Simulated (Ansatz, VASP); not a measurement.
## C in VASP and in Ansatz

```
C
1.0
     0.00000    1.72990    1.78340
     1.72990    0.00000    1.78340
     1.72990    1.72990    0.00000
C
2
Direct
  0.50000 0.50000 0.50000
  0.75000 0.75000 0.75000
```

Change from the starting cell: equal xx and yy strain of -3 %.

Alike in both runs: task single point; functional PBE; k mesh 20 × 20 × 20; occupations fermi-dirac, width 0.08 eV; no spin polarisation.

|  | VASP | Ansatz |
| --- | --- | --- |
| version | VASP 6.6.1 | Ansatz 0.2.0 |
| potentials or method | VASP PAW PBE potentials, release 64 (C), cutoff 520 eV | all-electron LAPW, scalar-relativistic |

VASP gave:

| Quantity | Value |
| --- | --- |
| gap on the k mesh at the Fermi level (eV) | 3.87 |
| pressure (GPa) | 32.6 |
| traceless stress, the component that is largest in VASP (GPa) | -20.77 |

Task: What did Ansatz give for the same quantities?

Result: gap on the k mesh at the Fermi level (eV): 3.88; pressure (GPa): 31.7; traceless stress, the component that is largest in VASP (GPa): -20.81.

Both programs put the cell under a high pressure, so it lies far from rest at this level. Ansatz ran all-electron here, and VASP with PAW potentials.
